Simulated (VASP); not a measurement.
The system is Pd.

```
CELL_PARAMETERS angstrom
2.51410 0.00000 0.00000
0.00000 2.51410 0.00000
0.00000 0.00000 2.51410
ATOMIC_POSITIONS crystal
Pd 0.00000 0.00000 0.00000
```

```yaml
Program: VASP 6.6.1
Task: relaxation of cell and atoms
Functional: PBEsol
Potentials_or_basis: VASP PAW PBE potentials, release 64 (Pd)
Cutoff: 600 eV
k_mesh: 12 × 12 × 12
Occupations: fermi-dirac, width 0.1 eV
Spin: no spin polarisation
```

At the start: pressure 10.2 GPa; volume 15.89 Å³/atom.

Question: Where does the relaxation end?

Answer: Over 4 steps the energy falls by 28.8 meV/atom and the volume is 16.86 Å³/atom (+6.1 %); space group Pm-3m (No. 221, to 0.05 Å).

Step by step:
```tsv
step	energy change (eV)	largest force (eV/Å)	pressure (GPa)	volume (Å³)
1	0.0000	0.0000	10.17	15.89
2	0.0207	0.0000	-9.86	18.33
3	-0.0288	0.0000	-0.17	16.88
4	-0.0288	0.0000	0.02	16.86
```

Final structure:
```xyz
1
Lattice="2.5640 0.0000 0.0000 0.0000 2.5640 0.0000 0.0000 0.0000 2.5640" Properties=species:S:1:pos:R:3 pbc="T T T"
Pd    0.0000    0.0000    0.0000
```

Caveat: the PAW data sets were made with another functional, which shifts forces and pressure a little.
